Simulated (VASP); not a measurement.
# CuO (Cccm) in VASP: notebook

The runs below take CuO through relaxation of cell and atoms, single point, with r2SCAN+U, PBE0, PBEsol+U.

Everything below comes from runs of VASP 6.6.1. Logs are shortened: lines on timing, memory, paths and dates and some standing lists are left out, and cuts for length are marked.

### Step 1. The cell of the first run

Symmetry: Cccm, No. 66, orthorhombic system. Conventional cell: a = 3.982 Å, b = 4.307 Å, c = 5.156 Å, α = 90.00°, β = 90.00°, γ = 90.00°. Within 2.6 Å of Cu (site symmetry 2/m) lie 4 O at 1.95 Å. O (site symmetry 222) has 4 Cu at 1.95 Å and 2 O at 2.58 Å within 2.6 Å.

### Step 2. Relaxation of cell and atoms, r2SCAN+U

File POSCAR:

```
CuO
1.0
    1.9909680000     -2.1535500000      0.0000000000
    1.9909680000      2.1535500000      0.0000000000
    0.0000000000      0.0000000000      5.1559280000
Cu O
2 2
Direct
    0.5000000000      0.0000000000      0.0000000000
    0.0000000000      0.5000000000      0.5000000000
    0.5000000000      0.5000000000      0.2500000000
    0.5000000000      0.5000000000      0.7500000000
```

File INCAR.step1:

```
SYSTEM = CuO
  PREC = Accurate
  ENCUT = 600
  ISMEAR = -1
  SIGMA = 0.05
  LREAL = .FALSE.
  LASPH = .TRUE.
  NELM = 150
  LMAXMIX = 4
  LDAU = .TRUE.
  LDAUTYPE = 2
  LDAUL = 2 -1
  LDAUU = 5.3 0
  LDAUJ = 0 0
  GGA = PE
  ALGO = Normal
  EDIFF = 1E-4
  LWAVE = .TRUE.
  LCHARG = .FALSE.
```

File INCAR.step2:

```
SYSTEM = CuO
  PREC = Accurate
  ENCUT = 600
  EDIFF = 1E-6
  ISMEAR = -1
  SIGMA = 0.05
  LREAL = .FALSE.
  LASPH = .TRUE.
  NELM = 150
  ALGO = Normal
  ISIF = 3
  LWAVE = .FALSE.
  LCHARG = .FALSE.
  LMAXMIX = 4
  LDAU = .TRUE.
  LDAUTYPE = 2
  LDAUL = 2 -1
  LDAUU = 5.3 0
  LDAUJ = 0 0
  LDAUPRINT = 1
  METAGGA = R2SCAN
  LMIXTAU = .TRUE.
  IBRION = 2
  NSW = 60
  EDIFFG = -0.01
  ISTART = 1
```

File KPOINTS:

```
Automatic mesh
0
G
  9 9 5
  0 0 0
```

Potentials or basis: VASP PAW PBE potentials, release 64 (Cu, O).

On the command line:

```bash
$ cat potpaw_PBE.64/Cu/POTCAR potpaw_PBE.64/O/POTCAR > POTCAR
$ cp INCAR.step1 INCAR
$ mpirun -np 1 vasp_std > vasp.out
$ cp INCAR.step2 INCAR
$ mpirun -np 1 vasp_std > vasp.out
```

OUTCAR:

```text
SYSTEM = CuO
   PREC = Accurate
   ENCUT = 600
   EDIFF = 1E-6
   ISMEAR = -1
   LREAL = .FALSE.
   LASPH = .TRUE.
   NELM = 150
   ISIF = 3
   METAGGA = R2SCAN
   IBRION = 2
   NSW = 60
   EDIFFG = -0.01
   ISTART = 1

 ion  position               nearest neighbor table
   1  0.500  0.000  0.000-   3 1.95   4 1.95   3 1.95   4 1.95
   2  0.000  0.500  0.500-   3 1.95   4 1.95   3 1.95   4 1.95
   3  0.500  0.500  0.250-   1 1.95   2 1.95   1 1.95   2 1.95
   4  0.500  0.500  0.750-   1 1.95   2 1.95   1 1.95   2 1.95

  LATTYP: Found a base centered orthorhombic cell.
 ALAT       =     3.9819360000
 B/A-ratio  =     1.0816597755
 C/A-ratio  =     1.2948294498

  Lattice vectors:

 A1 = (   1.9909680000,  -2.1535500000,   0.0000000000)
 A2 = (   1.9909680000,   2.1535500000,   0.0000000000)
 A3 = (   0.0000000000,   0.0000000000,   5.1559280000)

Analysis of symmetry for initial positions (statically):
=====================================================================
 Subroutine PRICEL returns:
 Original cell was already a primitive cell.

 Routine SETGRP: Setting up the symmetry group for a
 base centered orthorhombic supercell.

 Subroutine GETGRP returns: Found  8 space group operations
 (whereof  4 operations were pure point group operations)
 out of a pool of  8 trial point group operations.

The static configuration has the point symmetry C_2h.
 The point group associated with its full space group is D_2h.

Analysis of symmetry for dynamics (positions and initial velocities):
=====================================================================
 Subroutine PRICEL returns:
 Original cell was already a primitive cell.

 Routine SETGRP: Setting up the symmetry group for a
 base centered orthorhombic supercell.

 Subroutine GETGRP returns: Found  8 space group operations
 (whereof  4 operations were pure point group operations)
 out of a pool of  8 trial point group operations.

The dynamic configuration has the point symmetry C_2h.
 The point group associated with its full space group is D_2h.

 Subroutine INISYM returns: Found  8 space group operations
 (whereof  4 operations are pure point group operations),
 and found     1 'primitive' translations

----------------------------------------------------------------------------------------

                                     Primitive cell

  volume of cell :      44.2136

  direct lattice vectors                    reciprocal lattice vectors
     1.990968000 -2.153550000  0.000000000     0.251134122 -0.232174781  0.000000000
     1.990968000  2.153550000  0.000000000     0.251134122  0.232174781  0.000000000
     0.000000000  0.000000000  5.155928000     0.000000000  0.000000000  0.193951506

  length of vectors
     2.932870809  2.932870809  5.155928000     0.342013854  0.342013854  0.193951506

  position of ions in fractional coordinates (direct lattice)
     0.500000000  0.000000000  0.000000000
     0.000000000  0.500000000  0.500000000
     0.500000000  0.500000000  0.250000000
     0.500000000  0.500000000  0.750000000

  ion indices of the primitive-cell ions
   primitive index   ion index
                 1           1
                 2           2
                 3           3
                 4           4

----------------------------------------------------------------------------------------

 KPOINTS: Automatic mesh

Automatic generation of k-mesh.
 Grid dimensions read from file:
 generate k-points for:    9    9    5

 Generating k-lattice:

  Cartesian coordinates                     Fractional coordinates (reciprocal lattice)
     0.027903791 -0.025797198  0.000000000     0.111111111  0.000000000  0.000000000
[... 74 lines left out ...]
   ISMEAR =    -1;   SIGMA  =   0.05  broadening in eV -4-tet -1-fermi 0-gaus
   EFERMI_NEDOS =   21; number of points for ismear=-14 and -15
   IALGO  =     38    algorithm
   IMIX   =      4    mixing-type and parameters
     AMIX     =   0.40;   BMIX     =  1.00
     AMIX_MAG =   1.60;   BMIX_MAG =  1.00
  volume/ion in A,a.u.               =      11.05        74.59
  Fermi-wavevector in a.u.,A,eV,Ry     =   1.499854  2.834314 30.607167  2.249563
  Thomas-Fermi vector in A             =   2.611430
   LORBIT       =      0    0 simple, 1 ext, 2 COOP (PROOUT), +10 PAW based schemes
 LDA+U is selected, type is set to LDAUTYPE =  2
   angular momentum for each species LDAUL =     2   -1
   U (eV)           for each species LDAUU =   5.3  0.0
   J (eV)           for each species LDAUJ =   0.0  0.0
   METAGGA = R2SCAN    functional components
   LHFCALC =     F    Hartree Fock is set to
   AEXX    =    0.0000 exact exchange contribution
   IVDW    =     0    specifies the selected vdW correction
   LEPSILON=     F    determine dielectric tensor
   LRPA    =     F    only Hartree local field effects (RPA)
 conjugate gradient relaxation of ions
 non-spin polarized calculation
  energy-cutoff  :      600.00
  volume of cell :       44.21
 maximum number of plane-waves:      1492
   NGX = 11   NGY = 11   NGZ = 21

--------------------------------------- Ionic step        1  -------------------------------------------

 number of electron      33.9999991 magnetization

 Free energy of the ion-electron system (eV)
  ---------------------------------------------------
  ext. energy  EPLUGINS =         0.00000000
  ---------------------------------------------------
  free energy    TOTEN  =       -32.95672033 eV

  energy without entropy =      -32.93740985  energy(sigma->0) =      -32.94706509

------------------------ aborting loop because EDIFF is reached ----------------------------------------

  FORCE on cell =-STRESS in cart. coord.  units (eV):
  Direction    XX          YY          ZZ          XY          YZ          ZX
  --------------------------------------------------------------------------------------
  -------------------------------------------------------------------------------------
  Total       -1.7546126     -1.9749324     -2.0903916      0.0000000      0.0000000      0.0000000
  in kB      -63.5822293    -71.5659973    -75.7499154      0.0000000      0.0000000      0.0000000
  external PRESSURE =     -70.2993807 kB  Pullay stress =       0.0000000 kB
[... 133 lines left out ...]
  FREE ENERGIE OF THE ION-ELECTRON SYSTEM (eV)
  ---------------------------------------------------
  free  energy   TOTEN  =       -33.0052417997 eV

  energy  without entropy=      -32.9864312541  energy(sigma->0) =      -32.99583653

atom =   1  type =  1  l = 2

 onsite density matrix

spin component  1

  0.9522  0.0000 -0.0147  0.0000  0.0002
  0.0000  0.8752  0.0000 -0.0871  0.0000
 -0.0147  0.0000  0.9732  0.0000  0.0004
  0.0000 -0.0871  0.0000  0.8864  0.0000
  0.0002  0.0000  0.0004  0.0000  0.9683

spin component  2

  0.9522  0.0000 -0.0147  0.0000  0.0002
  0.0000  0.8752  0.0000 -0.0871  0.0000
 -0.0147  0.0000  0.9732  0.0000  0.0004
  0.0000 -0.0871  0.0000  0.8864  0.0000
  0.0002  0.0000  0.0004  0.0000  0.9683

 occupancies and eigenvectors

  o =  0.7935  v = -0.0000  0.7295 -0.0000  0.6840 -0.0000  0.0000  0.0000  0.0000  0.0000  0.0000      0.0000  0.0000  0.0000  0.0000  0.0000  0.0000  0.0000  0.0000  0.0000  0.0000
  o =  0.7935  v =  0.0000  0.0000  0.0000  0.0000  0.0000 -0.0000  0.7295 -0.0000  0.6840 -0.0000      0.0000  0.0000  0.0000  0.0000  0.0000  0.0000  0.0000  0.0000  0.0000  0.0000
  o =  0.9447  v =  0.8888 -0.0000  0.4580  0.0000 -0.0159  0.0000  0.0000  0.0000  0.0000  0.0000      0.0000  0.0000  0.0000  0.0000  0.0000  0.0000  0.0000  0.0000  0.0000  0.0000
  o =  0.9447  v =  0.0000  0.0000  0.0000  0.0000  0.0000  0.8888 -0.0000  0.4580  0.0000 -0.0159      0.0000  0.0000  0.0000  0.0000  0.0000  0.0000  0.0000  0.0000  0.0000  0.0000
  o =  0.9681  v =  0.0000 -0.6840  0.0000  0.7295  0.0000  0.0000  0.0000  0.0000  0.0000  0.0000      0.0000  0.0000  0.0000  0.0000  0.0000  0.0000  0.0000  0.0000  0.0000  0.0000
  o =  0.9681  v =  0.0000  0.0000  0.0000  0.0000  0.0000  0.0000 -0.6840  0.0000  0.7295  0.0000      0.0000  0.0000  0.0000  0.0000  0.0000  0.0000  0.0000  0.0000  0.0000  0.0000
  o =  0.9683  v =  0.0000  0.0000  0.0000  0.0000  0.0000 -0.0227 -0.0000  0.0093  0.0000 -0.9997      0.0000  0.0000  0.0000  0.0000  0.0000  0.0000  0.0000  0.0000  0.0000  0.0000
  o =  0.9683  v = -0.0227 -0.0000  0.0093  0.0000 -0.9997  0.0000  0.0000  0.0000  0.0000  0.0000      0.0000  0.0000  0.0000  0.0000  0.0000  0.0000  0.0000  0.0000  0.0000  0.0000
  o =  0.9807  v =  0.0000  0.0000  0.0000  0.0000  0.0000 -0.4577  0.0000  0.8889 -0.0000  0.0186      0.0000  0.0000  0.0000  0.0000  0.0000  0.0000  0.0000  0.0000  0.0000  0.0000
  o =  0.9807  v = -0.4577  0.0000  0.8889 -0.0000  0.0186  0.0000  0.0000  0.0000  0.0000  0.0000      0.0000  0.0000  0.0000  0.0000  0.0000  0.0000  0.0000  0.0000  0.0000  0.0000

atom =   2  type =  1  l = 2

 onsite density matrix

spin component  1

  0.9522  0.0000  0.0147  0.0000 -0.0002
  0.0000  0.8752  0.0000  0.0871  0.0000
  0.0147  0.0000  0.9732  0.0000  0.0004
  0.0000  0.0871  0.0000  0.8864  0.0000
 -0.0002  0.0000  0.0004  0.0000  0.9683

spin component  2

  0.9522  0.0000  0.0147  0.0000 -0.0002
  0.0000  0.8752  0.0000  0.0871  0.0000
  0.0147  0.0000  0.9732  0.0000  0.0004
  0.0000  0.0871  0.0000  0.8864  0.0000
 -0.0002  0.0000  0.0004  0.0000  0.9683

 occupancies and eigenvectors

  o =  0.7935  v =  0.0000 -0.7295 -0.0000  0.6840  0.0000  0.0000  0.0000  0.0000  0.0000  0.0000      0.0000  0.0000  0.0000  0.0000  0.0000  0.0000  0.0000  0.0000  0.0000  0.0000
  o =  0.7935  v =  0.0000  0.0000  0.0000  0.0000  0.0000  0.0000 -0.7295 -0.0000  0.6840  0.0000      0.0000  0.0000  0.0000  0.0000  0.0000  0.0000  0.0000  0.0000  0.0000  0.0000
  o =  0.9447  v =  0.8888 -0.0000 -0.4580 -0.0000  0.0159  0.0000  0.0000  0.0000  0.0000  0.0000      0.0000  0.0000  0.0000  0.0000  0.0000  0.0000  0.0000  0.0000  0.0000  0.0000
  o =  0.9447  v =  0.0000  0.0000  0.0000  0.0000  0.0000  0.8888 -0.0000 -0.4580 -0.0000  0.0159      0.0000  0.0000  0.0000  0.0000  0.0000  0.0000  0.0000  0.0000  0.0000  0.0000
  o =  0.9681  v =  0.0000  0.6840  0.0000  0.7295 -0.0000  0.0000  0.0000  0.0000  0.0000  0.0000      0.0000  0.0000  0.0000  0.0000  0.0000  0.0000  0.0000  0.0000  0.0000  0.0000
  o =  0.9681  v =  0.0000  0.0000  0.0000  0.0000  0.0000  0.0000  0.6840  0.0000  0.7295 -0.0000      0.0000  0.0000  0.0000  0.0000  0.0000  0.0000  0.0000  0.0000  0.0000  0.0000
  o =  0.9683  v =  0.0000  0.0000  0.0000  0.0000  0.0000  0.0227 -0.0000  0.0093 -0.0000 -0.9997      0.0000  0.0000  0.0000  0.0000  0.0000  0.0000  0.0000  0.0000  0.0000  0.0000
  o =  0.9683  v =  0.0227 -0.0000  0.0093 -0.0000 -0.9997  0.0000  0.0000  0.0000  0.0000  0.0000      0.0000  0.0000  0.0000  0.0000  0.0000  0.0000  0.0000  0.0000  0.0000  0.0000
  o =  0.9807  v =  0.0000  0.0000  0.0000  0.0000  0.0000 -0.4577  0.0000 -0.8889  0.0000 -0.0186      0.0000  0.0000  0.0000  0.0000  0.0000  0.0000  0.0000  0.0000  0.0000  0.0000
  o =  0.9807  v = -0.4577  0.0000 -0.8889  0.0000 -0.0186  0.0000  0.0000  0.0000  0.0000  0.0000      0.0000  0.0000  0.0000  0.0000  0.0000  0.0000  0.0000  0.0000  0.0000  0.0000

--------------------------------------- Ionic step        5  -------------------------------------------

 number of electron      33.9999988 magnetization

 Free energy of the ion-electron system (eV)
  ---------------------------------------------------
  ext. energy  EPLUGINS =         0.00000000
  ---------------------------------------------------
  free energy    TOTEN  =       -33.00648884 eV

  energy without entropy =      -32.98777250  energy(sigma->0) =      -32.99713067

 E-fermi :   4.8448     XC(G=0): -12.2635

 val. band max:        4.8349594862   @ k =   0.4444   0.3333   0.4000
 cond. band min:       4.8651534535   @ k =  -0.4444   0.2222   0.4000
 fundamental gap:      0.0301939674
 Fermi energy:         4.8448452561

 k-point     1 :       0.0000    0.0000    0.0000
  band No.  band energies     occupation
      1     -16.1729      2.00000
      2     -14.8103      2.00000
      3      -3.9015      2.00000
      4      -1.2794      2.00000
      5      -1.1335      2.00000
      6      -0.1429      2.00000
[... 565 lines left out ...]
     20      12.6280      0.00000
     21      15.2320      0.00000

 [... further k-points ...]

------------------------ aborting loop because EDIFF is reached ----------------------------------------

  FORCE on cell =-STRESS in cart. coord.  units (eV):
  Direction    XX          YY          ZZ          XY          YZ          ZX
  --------------------------------------------------------------------------------------
  -------------------------------------------------------------------------------------
  Total       -0.0327888     -0.0246274     -0.0397559     -0.0000000      0.0000000      0.0000000
  in kB       -1.2510926     -0.9396860     -1.5169321     -0.0000000      0.0000000      0.0000000
  external PRESSURE =      -1.2359036 kB  Pullay stress =       0.0000000 kB
[... 19 lines left out ...]
  FREE ENERGIE OF THE ION-ELECTRON SYSTEM (eV)
  ---------------------------------------------------
  free  energy   TOTEN  =       -33.0064888397 eV

  energy  without entropy=      -32.9877724955  energy(sigma->0) =      -32.99713067

 reached required accuracy - stopping structural energy minimisation
```

It took 14 min on 1 thread of Oxide Virtual Turin-like, shared host; peak memory 0.19 GiB.

Results:

```yaml
Free_energy: -33.0065 eV
Relaxed_volume: 10.50 Å³/atom
Relaxed_cell: a = 2.868 Å, b = 2.868 Å, c = 5.120 Å, α = 90.00°, β = 90.00°, γ = 94.32°
Space_group_after_relaxing_to_0.1_Å: Cccm (No. 66)
Energy_gained_by_relaxing: 12.4 meV/atom
Ionic_steps: 5
Pressure_after_relaxing: -0.1 GPa
Band_gap_on_the_k_mesh: zero (bands 17 and 18 overlap by 0.94 eV)
```

The path:
| step | energy change (eV) | largest force (eV/Å) | pressure (GPa) | volume (Å³) |
| --- | --- | --- | --- | --- |
| 1 | 0.0000 | 0.0000 | -7.03 | 44.21 |
| 2 | -0.0320 | 0.0000 | 4.31 | 41.18 |
| 3 | -0.0459 | 0.0000 | -0.06 | 42.22 |
| 4 | -0.0485 | 0.0000 | -0.15 | 42.12 |
| 5 | -0.0498 | 0.0000 | -0.12 | 41.99 |

Final structure:
```
Cu O
1.0
     1.94990   -2.10281    0.00000
     1.94990    2.10281    0.00000
     0.00000    0.00000    5.12042
Cu O
2 2
Direct
  0.50000 0.00000 0.00000
  0.00000 0.50000 0.50000
  0.50000 0.50000 0.25000
  0.50000 0.50000 0.75000
```

Levels at points of the mesh, in eV from the Fermi level:
| k point | band 15 | band 16 | band 17 | band 18 | band 19 | band 20 |
| --- | --- | --- | --- | --- | --- | --- |
| (0.00, 0.00, 0.00) | -3.08 | -2.58 | 0.60 | 0.82 | 2.08 | 7.21 |

Eigenvalues of the final occupation matrices:
| site | spin | trace | eigenvalues |
| --- | --- | --- | --- |
| site 1 d | 1 | 4.66 | 0.79 0.94 0.97 0.97 0.98 |
| site 1 d | 2 | 4.66 | 0.79 0.94 0.97 0.97 0.98 |
| site 2 d | 1 | 4.66 | 0.79 0.94 0.97 0.97 0.98 |
| site 2 d | 2 | 4.66 | 0.79 0.94 0.97 0.97 0.98 |

Caveat: the PAW data sets were made with another functional, which shifts forces and pressure a little; U without spin polarisation on a metal has little footing.

### Step 3. Single point, PBE0

POSCAR is that of step 2.

File INCAR.step1:

```
SYSTEM = CuO
PREC = Accurate ; ENCUT = 520
EDIFF = 1E-5 ; ISMEAR = -1
SIGMA = 0.05 ; LREAL = .False.
LASPH = .True. ; NELM = 100
ALGO = Normal ; ISIF = 2
LWAVE = .True. ; LCHARG = .False.
GGA = PE ; NBANDS = 25
```

File INCAR.step2:

```
SYSTEM = CuO
PREC = Accurate ; ENCUT = 520
EDIFF = 1E-6 ; ISMEAR = -1
SIGMA = 0.05 ; LREAL = .False.
LASPH = .True. ; NELM = 100
ALGO = Normal ; ISIF = 2
LWAVE = .False. ; LCHARG = .False.
GGA = PE ; LHFCALC = .True.
AEXX = 0.25 ; PRECFOCK = Normal
ISTART = 1 ; NBANDS = 25
```

File KPOINTS:

```
regular mesh
0
Gamma
  5 5 3
  0 0 0
```

Potentials or basis: VASP PAW PBE potentials, release 64 (Cu, O).

On the command line:

```bash
$ cat potpaw_PBE.64/Cu/POTCAR potpaw_PBE.64/O/POTCAR > POTCAR
$ cp INCAR.step1 INCAR
$ mpirun -np 1 vasp_std > vasp.out
$ cp INCAR.step2 INCAR
$ mpirun -np 1 vasp_std > vasp.out
```

Run time: 63 min. Hardware: 1 thread of Oxide Virtual Turin-like, shared host; peak memory 0.15 GiB.

Results (log left out):

* Free energy: -24.4503 eV
* Pressure: -3.1 GPa
* Band gap on the k mesh: zero (bands 17 and 18 overlap by 1.52 eV)

Stress tensor (GPa, compression positive):
```
-2.46  0.00  0.00
 0.00 -3.43  0.00
 0.00  0.00 -3.32
```

Levels at points of the mesh, in eV from the Fermi level:
| k point | band 15 | band 16 | band 17 | band 18 | band 19 | band 20 |
| --- | --- | --- | --- | --- | --- | --- |
| (0.00, 0.00, 0.00) | -4.08 | -3.70 | 0.79 | 1.05 | 2.27 | 7.16 |

Caveat: the k points lie up to 0.43 Å⁻¹ apart, too coarse for converged energies and pressures of a metal; the PAW data sets were made with another functional, which shifts forces and pressure a little.

(Part 1 of 2 ends here.)

The gap in the log of VASP goes by the Fermi energy; the results here count the filled bands.